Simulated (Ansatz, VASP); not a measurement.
**Two plane-wave programs on PbSe**

```
Pb Se
1.0
     0.00000    3.14482    3.14482
     3.14482    0.00000    3.14482
     3.14482    3.14482    0.00000
Pb Se
1 1
Cartesian
  3.1448 3.1448 3.1448
  0.0000 0.0000 0.0000
```

Alike in both runs: task single point; functional PBE; k mesh 10 × 10 × 10; occupations gaussian, width 0.05 eV; non-collinear spin, spin-orbit coupling.

```csv
,VASP,Ansatz
version,VASP 6.6.1,Ansatz 0.2.0
potentials or method,"VASP PAW PBE potentials, release 64 (Pb_d, Se), cutoff 520 eV","plane waves, PAW"
valence electrons in the cell,20,30
```

Ansatz gave:

```
pressure (GPa)           : -1.7
net moment per atom (μB) : 0.00
```

Question: What did VASP give for the same quantities?

Answer: Pressure (GPa): -1.6; net moment per atom (μB): 0.00.

VASP's potentials hold 20 valence electrons a cell and Ansatz's 30, so a difference there can come from the potentials and not from the codes.
